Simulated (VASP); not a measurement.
Write the native input for VASP 6.6.1 that does the following.

```
Task                               : single point
Functional                         : B3LYP
Potentials or basis                : VASP PAW PBE potentials, release 64 (Ge_d)
Cutoff                             : 520 eV
k mesh                             : 6 × 6 × 5
Occupations                        : fermi-dirac, width 0.05 eV
Spin                               : no spin polarisation
Dipole correction                  : no
Grid for exact exchange (PRECFOCK) : Normal
Further INCAR settings             : ALGO = Normal; EDIFF = 1e-07; NBANDS = 13
```

The system is Ge.

```xyz
1
Lattice="1.4616 -2.5322 0.0000 1.4616 2.5322 0.0000 0.0000 0.0000 2.7993" Properties=species:S:1:pos:R:3 pbc="T T T"
Ge    1.4616    0.0000    0.0000
```

These files were run (other wordings do the same):

POSCAR

```
Ge
1.0
    1.4616411982     -2.5322183466      0.0000000000
    1.4616411982      2.5322183466      0.0000000000
    0.0000000000      0.0000000000      2.7993479621
Ge
1
Direct
    0.5000000000      0.5000000000      0.0000000000
```

INCAR.step1

```
  PREC = Accurate
  ENCUT = 520
  EDIFF = 1E-5
  ISMEAR = -1
  SIGMA = 0.05
  LREAL = False
  LASPH = True
  NELM = 100
  ALGO = Normal
  ISIF = 2
  LWAVE = True
  LCHARG = False
  NBANDS = 13
  GGA = PE
```

INCAR.step2

```
  PREC = Accurate
  ENCUT = 520
  EDIFF = 1E-7
  ISMEAR = -1
  SIGMA = 0.05
  LREAL = False
  LASPH = True
  NELM = 100
  ALGO = Normal
  ISIF = 2
  LWAVE = False
  LCHARG = False
  GGA = B3
  LHFCALC = True
  AEXX = 0.2
  AGGAX = 0.72
  AGGAC = 0.81
  ALDAC = 0.19
  PRECFOCK = Normal
  NBANDS = 13
  ISTART = 1
```

KPOINTS

```
Automatic mesh
0
Gamma
  6 6 5
```

Potentials or basis: VASP PAW PBE potentials, release 64 (Ge_d).

Launch:

```sh
$ cat potpaw_PBE.64/Ge_d/POTCAR > POTCAR
$ cp INCAR.step1 INCAR
$ mpirun -np 1 vasp_std > vasp.out
$ cp INCAR.step2 INCAR
$ mpirun -np 1 vasp_std > vasp.out
```

It gave:

```
Pressure               : -0.1 GPa
Band gap on the k mesh : zero (band 7 reaches 12.44 eV, above the bottom of band 8 at 2.40 eV)
```

Caveat: the k points lie up to 0.45 Å⁻¹ apart; the PAW data sets were made with another functional, which shifts forces and pressure a little.

Run time: 15 min on 1 thread of Oxide Virtual Turin-like Processor, on a shared host, peak memory 0.12 GiB.
